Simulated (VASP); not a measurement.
# Al8As8H (a cell with a defect) in VASP: further runs

Runs on Al8As8H (a cell with a defect). Level: PBEsol. Tasks: single point.

All numbers are computed with VASP 6.6.1; they aren't measurements. Logs are shortened: lines on timing, memory, paths and dates and some standing lists are left out, and cuts for length are marked.

### 1 The cell of the first run

The cell holds a defect, 17 atoms: a = 8.027 Å, b = 8.027 Å, c = 8.027 Å, α = 60.00°, β = 60.00°, γ = 60.00°.

### 2 Single point, PBEsol

File INCAR:

```
SYSTEM = Al8As8H
ALGO = Normal ; EDIFF = 1E-6
ENCUT = 520 ; GGA = PS
ISIF = 2 ; ISMEAR = 0
LASPH = .TRUE. ; LCHARG = .TRUE.
LELF = .TRUE. ; LREAL = Auto
LVHAR = .TRUE. ; LWAVE = .FALSE.
NBANDS = 46 ; NELECT = 64.0
NELM = 80 ; PREC = Accurate
SIGMA = 0.02
```

File KPOINTS:

```
k-points
0
G
  2 2 2
  0 0 0
```

File POSCAR:

```
Al8As8H
1.0
    0.0000000000      5.6758016010     -5.6758016010
    5.6758016010      5.6758016010      0.0000000000
    5.6758016010      0.0000000000     -5.6758016010
Al As H
8 8 1
Direct
    0.5038910274      0.0052634856      0.4910729261
    0.5087668145      0.5139414139      0.4895395744
   -0.0174073209      0.0517518970      0.4811839264
   -0.0067320887      0.4934291571      0.4950072602
    0.5103596291     -0.0039661358     -0.0029735007
    0.5002518058      0.4986948451     -0.0001811198
   -0.0042661815     -0.0113051873      0.0019583137
    0.0023933183      0.4711066714      0.0210694468
    0.1367372496      0.0984046905      0.1252301525
    0.1268160959      0.6157722284      0.1233253114
    0.6260062014      0.1268922085      0.1207045362
    0.6310092832      0.6231592907      0.1184205417
    0.1298661496      0.1202419584      0.6276460578
    0.1363276158      0.5713061745      0.6465470004
    0.6138501211      0.1389057538      0.6222475252
    0.6228462072      0.6335396747      0.6261142918
    0.9860997430      0.7904510791      0.6517633561
```

Potentials or basis: VASP PAW PBE potentials, release 64 (Al, As, H).

Started as:

```bash
cat potpaw_PBE.64/Al/POTCAR potpaw_PBE.64/As/POTCAR potpaw_PBE.64/H/POTCAR > POTCAR
mpirun -np 1 vasp_std > vasp.out
```

OUTCAR:

```text
SYSTEM = Al8As8H
   EDIFF = 1E-6
   ENCUT = 520
   GGA = PS
   ISIF = 2
   ISMEAR = 0
   LASPH = .TRUE.
   LREAL = Auto
   NELECT = 64.0
   NELM = 80
   PREC = Accurate

 ion  position               nearest neighbor table
   1  0.504  0.005  0.491-  11 2.43  16 2.44  13 2.45  15 2.46
   2  0.509  0.514  0.490-  16 2.43  12 2.44  15 2.46  14 2.48
   3  0.983  0.052  0.481-  17 1.84   9 2.39  13 2.40  15 2.43
   4  0.993  0.493  0.495-  16 2.43  10 2.44  13 2.45  14 2.46
   5  0.510  0.996  0.997-  11 2.43  12 2.44   9 2.45  15 2.46
   6  0.500  0.499  1.000-  11 2.44  10 2.45  16 2.45  12 2.45
[... 8 lines left out ...]
  15  0.614  0.139  0.622-   3 2.43   1 2.46   5 2.46   2 2.46
  16  0.623  0.634  0.626-   2 2.43   4 2.43   1 2.44   6 2.45
  17  0.986  0.790  0.652-  14 1.57   3 1.84

  LATTYP: Found a face centered cubic cell.
 ALAT       =    11.3516032020

  Lattice vectors:

 A1 = (   0.0000000000,   5.6758016010,  -5.6758016010)
 A2 = (   5.6758016010,   5.6758016010,   0.0000000000)
 A3 = (   5.6758016010,   0.0000000000,  -5.6758016010)

Analysis of symmetry for initial positions (statically):
=====================================================================
 Subroutine PRICEL returns:
 Original cell was already a primitive cell.

 Routine SETGRP: Setting up the symmetry group for a
 face centered cubic supercell.

 Subroutine GETGRP returns: Found  1 space group operations
 (whereof  1 operations were pure point group operations)
 out of a pool of 48 trial point group operations.

The static configuration has the point symmetry C_1 .

Analysis of symmetry for dynamics (positions and initial velocities):
=====================================================================
 Subroutine PRICEL returns:
 Original cell was already a primitive cell.

 Routine SETGRP: Setting up the symmetry group for a
 face centered cubic supercell.

 Subroutine GETGRP returns: Found  1 space group operations
 (whereof  1 operations were pure point group operations)
 out of a pool of 48 trial point group operations.

The dynamic configuration has the point symmetry C_1 .

 Subroutine INISYM returns: Found  1 space group operations
 (whereof  1 operations are pure point group operations),
 and found     1 'primitive' translations

----------------------------------------------------------------------------------------

[... 110 lines left out ...]
   NFREE  =      0    steps in history (QN), initial steepest desc. (CG)
   ISIF   =      2    stress and relaxation
   ISYM   =      2    0-nonsym 1-usesym 2-fastsym
   POTIM  = 0.5000    time-step for ionic-motion
   TEBEG  =    0.0;   TEEND  =   0.0 temperature during run
   PSTRESS=    0.0 pullay stress
   NELECT =      64.0000    total number of electrons
   NUPDOWN=      -1.0000    fix difference up-down
   EMIN   =  10.00;   EMAX   =-10.00  energy-range for DOS
   EFERMI =   0.00;   METHOD = LEGACY
   ISMEAR =     0;   SIGMA  =   0.02  broadening in eV -4-tet -1-fermi 0-gaus
   EFERMI_NEDOS =   21; number of points for ismear=-14 and -15
   IALGO  =     38    algorithm
   IMIX   =      4    mixing-type and parameters
     AMIX     =   0.40;   BMIX     =  1.00
     AMIX_MAG =   1.60;   BMIX_MAG =  1.00
  volume/ion in A,a.u.               =      21.51       145.16
  Fermi-wavevector in a.u.,A,eV,Ry     =   0.915723  1.730466 11.409155  0.838549
  Thomas-Fermi vector in A             =   2.040497
   LORBIT       =      0    0 simple, 1 ext, 2 COOP (PROOUT), +10 PAW based schemes
   GGA     = PS    functional components
   LHFCALC =     F    Hartree Fock is set to
   AEXX    =    0.0000 exact exchange contribution
   IVDW    =     0    specifies the selected vdW correction
   LEPSILON=     F    determine dielectric tensor
   LRPA    =     F    only Hartree local field effects (RPA)
 non-spin polarized calculation
 Gauss-broadening in eV      SIGMA  =   0.02
  energy-cutoff  :      520.00
  volume of cell :      365.69
 maximum number of plane-waves:      9864
 NGX is ok and might be reduce to    60
   NGX = 29   NGY = 29   NGZ = 29

 number of electron      64.0000000 magnetization

 Free energy of the ion-electron system (eV)
  ---------------------------------------------------
  ext. energy  EPLUGINS =         0.00000000
  ---------------------------------------------------
  free energy    TOTEN  =       -86.14602033 eV

  energy without entropy =      -86.14602033  energy(sigma->0) =      -86.14602033

 E-fermi :   3.8339     XC(G=0):  -9.1291

 val. band max:        3.7442992822   @ k =   0.0000   0.0000   0.0000
 cond. band min:       4.5932538854   @ k =   0.0000   0.0000   0.0000
 fundamental gap:      0.8489546032
 Fermi energy:         3.8338945484

 k-point     1 :       0.0000    0.0000    0.0000
  band No.  band energies     occupation
      1      -8.2507      2.00000
      2      -7.2109      2.00000
      3      -6.6573      2.00000
      4      -6.6291      2.00000
      5      -6.6161      2.00000
      6      -6.2121      2.00000
[... 365 lines left out ...]
     43       8.5995      0.00000
     44       9.1512      0.00000
 [bands above 44 left out]

------------------------ aborting loop because EDIFF is reached ----------------------------------------

  FORCE on cell =-STRESS in cart. coord.  units (eV):
  Direction    XX          YY          ZZ          XY          YZ          ZX
  --------------------------------------------------------------------------------------
  -------------------------------------------------------------------------------------
  Total       -4.2511031     -3.2143942     -3.5631459      0.5100556      0.6779513     -0.2080791
  in kB      -18.6251855    -14.0830949    -15.6110663      2.2346861      2.9702806     -0.9116487
  external PRESSURE =     -16.1064489 kB  Pullay stress =       0.0000000 kB

 VOLUME and BASIS-vectors are now :
 -----------------------------------------------------------------------------
  energy-cutoff  :      520.00
  volume of cell :      365.69
      direct lattice vectors                 reciprocal lattice vectors
     0.000000000  5.675801601 -5.675801601    -0.088093284  0.088093284 -0.088093284
     5.675801601  5.675801601  0.000000000     0.088093284  0.088093284  0.088093284
     5.675801601  0.000000000 -5.675801601     0.088093284 -0.088093284 -0.088093284

 POSITION                                       TOTAL-FORCE (eV/Angst)
 -----------------------------------------------------------------------------------
      2.81711      2.88986     -5.64722        -0.003775      0.001385     -0.004535
      5.69556      5.80469     -5.66619         0.008095     -0.000566      0.008190
      3.02484      5.87073     -8.30811        -0.015356     -0.024271     -0.010068
      5.61017      8.43820     -8.44715         0.014757      0.010730     -0.000426
     11.31222      8.54999     -8.55562        -0.000516     -0.004073      0.003542
      8.50527      5.66982     -8.51410         0.001075      0.002969      0.000471
[... 9 lines left out ...]
      7.14955      7.13100     -7.08885        -0.004616     -0.001573     -0.001912
      8.18572     10.08335     -9.29619         0.045807      0.008928      0.046454
 -----------------------------------------------------------------------------------
    total drift:                               -0.002512      0.007301      0.005271

  FREE ENERGIE OF THE ION-ELECTRON SYSTEM (eV)
  ---------------------------------------------------
  free  energy   TOTEN  =       -86.1460203329 eV

  energy  without entropy=      -86.1460203329  energy(sigma->0) =      -86.14602033
```

stdout:

```text
POSCAR found type information on POSCAR AlAsH
 POSCAR found :  3 types and      17 ions
 scaLAPACK will be used
 -----------------------------------------------------------------------------
|                                                                             |
|                                                                             |
|     You enforced a specific xc type in the INCAR file but a different       |
|     I HOPE YOU KNOW WHAT YOU ARE DOING!                                     |
|                                                                             |
 -----------------------------------------------------------------------------

 LDA part: xc-table for (Slater+PW92), standard interpolation
 POSCAR, INCAR and KPOINTS ok, starting setup
 FFT: planning ... GRIDC
 FFT: planning ... GRID_SOFT
 FFT: planning ... GRID
 WAVECAR not read
 entering main loop
 the old and the new charge density differ
 old charge density:    65.00000 new   64.00000
    0.972E+00
```

It took 5.3 min on 1 thread of Intel Xeon 8259CL, shared host; peak memory 0.51 GiB.

Results:

```
Free energy   : -86.1460 eV
Largest force : 0.066 eV/Å
```

Forces in eV/Å, atoms in the order of the input:
```
Al  -0.004  0.001 -0.005
Al   0.008 -0.001  0.008
Al  -0.015 -0.024 -0.010
Al   0.015  0.011  0.000
Al  -0.001 -0.004  0.004
Al   0.001  0.003  0.000
Al   0.004 -0.003 -0.007
Al  -0.001  0.003  0.005
As  -0.018  0.007  0.004
As  -0.003 -0.007  0.000
As   0.002  0.003  0.000
As   0.004  0.004  0.001
As   0.000  0.005 -0.005
As  -0.048 -0.001 -0.045
As   0.014 -0.005  0.006
As  -0.005 -0.002 -0.002
H    0.046  0.009  0.046
```

Caveat: the k points lie up to 0.48 Å⁻¹ apart; the cell carries a net charge on a neutralising background, which shifts energy and pressure; the cell is charged against a uniform background, so pressure and absolute levels hang on convention; the PAW data sets were made with another functional, which shifts forces and pressure a little.

### 3 Single point, PBEsol

File INCAR:

```
PREC = Accurate
ENCUT = 520
EDIFF = 1E-7
ISMEAR = 0
SIGMA = 0.02
LREAL = Auto
LASPH = True
NELM = 80
ALGO = Normal
ISIF = 2
LWAVE = False
LCHARG = True
GGA = PS
LELF = True
LVHAR = True
NBANDS = 46
NELECT = 64.0
```

File KPOINTS:

```
regular mesh
0
Gamma
  2 2 2
```

File POSCAR:

```
Al8As8H
1.0
    0.0000000000      5.6758016010     -5.6758016010
    5.6758016010      5.6758016010      0.0000000000
    5.6758016010      0.0000000000     -5.6758016010
Al As H
8 8 1
Direct
    0.4997724021      0.0052633975      0.4910730142
    0.5182959530      0.4934288048      0.4950072602
   -0.0155285555      0.0517518089      0.4811840145
   -0.0122477854      0.5139415020      0.4895394863
    0.5136130022     -0.0113052754      0.0019584018
    0.5012343982      0.4986948451     -0.0001811198
   -0.0034200455     -0.0039660477     -0.0029734126
    0.0054305986      0.4711068476      0.0210692706
    0.1396277664      0.0984048667      0.1252301525
    0.1274108136      0.6231594669      0.1184205417
    0.6263968951      0.1268922966      0.1207046243
    0.6340862935      0.6157722284      0.1233253114
    0.1249965291      0.1389059300      0.6222475252
    0.1458194028      0.5713060864      0.6465469123
    0.6222457634      0.1202417822      0.6276462340
    0.6174998258      0.6335396747      0.6261142918
    1.0716862441      0.7904509029      0.6517631799
```

Potentials or basis: VASP PAW PBE potentials, release 64 (Al, As, H).

Started as:

```bash
cat potpaw_PBE.64/Al/POTCAR potpaw_PBE.64/As/POTCAR potpaw_PBE.64/H/POTCAR > POTCAR
mpirun -np 1 vasp_std > vasp.out
```

Run time: 5.4 min. Hardware: 1 thread of Intel Xeon 8259CL, shared host; peak memory 0.51 GiB.

The run converged. Its results:

```yaml
Free_energy: -86.1460 eV
Largest_force: 0.066 eV/Å
```

Forces in eV/Å, atoms in the order of the input:
```
Al  -0.004 -0.005  0.001
Al   0.015  0.000  0.011
Al  -0.015 -0.010 -0.024
Al   0.008  0.008 -0.001
Al   0.004 -0.007 -0.003
Al   0.001  0.000  0.003
Al   0.000  0.004 -0.004
Al  -0.001  0.005  0.003
As  -0.018  0.004  0.007
As   0.004  0.001  0.004
As   0.002  0.000  0.003
As  -0.003  0.000 -0.007
As   0.014  0.006 -0.005
As  -0.048 -0.045 -0.001
As   0.000 -0.005  0.005
As  -0.005 -0.002 -0.002
H    0.046  0.046  0.009
```

Levels at points of the mesh, in eV from the Fermi level:
```tsv
k point	band 30	band 31	band 32	band 33	band 34	band 35
(0.00, 0.00, 0.00)	-0.19	-0.10	-0.09	0.76	1.07	1.49
(0.50, 0.00, 0.00)	-0.64	-0.52	-0.48	1.61	2.06	2.41
(0.00, 0.50, 0.00)	-0.58	-0.57	-0.51	1.78	2.24	2.32
(0.00, 0.00, 0.50)	-0.65	-0.52	-0.48	1.32	2.01	2.40
(0.50, 0.50, 0.50)	-0.66	-0.51	-0.47	1.77	2.19	2.39
(0.50, 0.50, 0.00)	-1.04	-0.98	-0.79	2.09	2.49	2.96
(0.00, 0.50, 0.50)	-1.04	-0.99	-0.76	2.25	2.47	2.96
(0.50, 0.00, 0.50)	-1.04	-0.98	-0.82	1.74	2.47	2.82
```

Caveat: the k points lie up to 0.48 Å⁻¹ apart; the cell carries a net charge on a neutralising background, which shifts energy and pressure; the cell is charged against a uniform background, so pressure and absolute levels hang on convention; the PAW data sets were made with another functional, which shifts forces and pressure a little.
